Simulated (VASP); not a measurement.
A run of VASP 6.6.1 is set up as follows.

File INCAR:

```
ALGO     = Normal         # electronic algorithm
EDIFF    = 1E-6           # SCF threshold, eV
ENCUT    = 520            # plane-wave cutoff, eV
GGA      = PE             # functional
ISIF     = 2              # what is computed and relaxed
ISMEAR   = 0              # smearing method
ISPIN    = 2              # spin polarisation
LASPH    = T              # aspherical terms in the spheres
LCHARG   = T              # write CHGCAR
LELF     = T              # ELF
LMAXMIX  = 4              # l up to which the mixer works
LORBIT   = 11             # projections on sites
LREAL    = F              # projectors in reciprocal space
LVHAR    = T            
LWAVE    = F              # write WAVECAR
MAGMOM   = 0 0 0 0 0 0 0  # initial moments
NBANDS   = 34             # bands
NELM     = 150            # most SCF steps
PREC     = Accurate       # precision mode
SIGMA    = 0.1            # smearing width, eV
```

File KPOINTS:

```
k-points
0
Gamma
  4 4 4
```

Contents of POSCAR:

```
Mg2WO4
1.0
    0.0000000000      3.5525981000      3.5525981000
    3.5525981000      0.0000000000      3.5525981000
    3.5525981000      3.5525981000      0.0000000000
Mg W O
2 1 4
Direct
    0.0000000000      0.0000000000      0.0000000000
    0.7500000000      0.7500000000      0.7500000000
    0.5000000000      0.5000000000      0.5000000000
    0.3384424900      0.3384424900      0.3384424900
    0.3384424900      0.3384424900      0.9846725400
    0.3384424900      0.9846725400      0.3384424900
    0.9846725400      0.3384424900      0.3384424900
```

Potentials or basis: VASP PAW PBE potentials, release 64 (Mg, W_sv, O).

Run with:

```console
$ cat potpaw_PBE.64/Mg/POTCAR potpaw_PBE.64/W_sv/POTCAR potpaw_PBE.64/O/POTCAR > POTCAR
$ mpirun -np 1 vasp_std > vasp.out
```

Problem. Predict the largest force.

Solution. 12.649 eV/Å.

Problem. Estimate the pressure.

Solution. 17.3 GPa.

Problem. Estimate the net moment.

Solution. 0.00 μB per cell.

Problem. What does it give for the band gap on the k mesh?

Solution. Zero (filled and empty bands overlap).

Forces in eV/Å, atoms in the order of the input:
```
Mg   0.000  0.000  0.000
Mg   0.000  0.000  0.000
W    0.000  0.000  0.000
O    7.303  7.303  7.303
O   -7.303 -7.303  7.303
O   -7.303  7.303 -7.303
O    7.303 -7.303 -7.303
```

Caveat: the k points lie up to 0.38 Å⁻¹ apart; spin-orbit coupling is left out, which moves the levels of the heavy elements; forces of over 1 eV/Å act on the atoms, so gaps and moduli don't describe the material at rest.
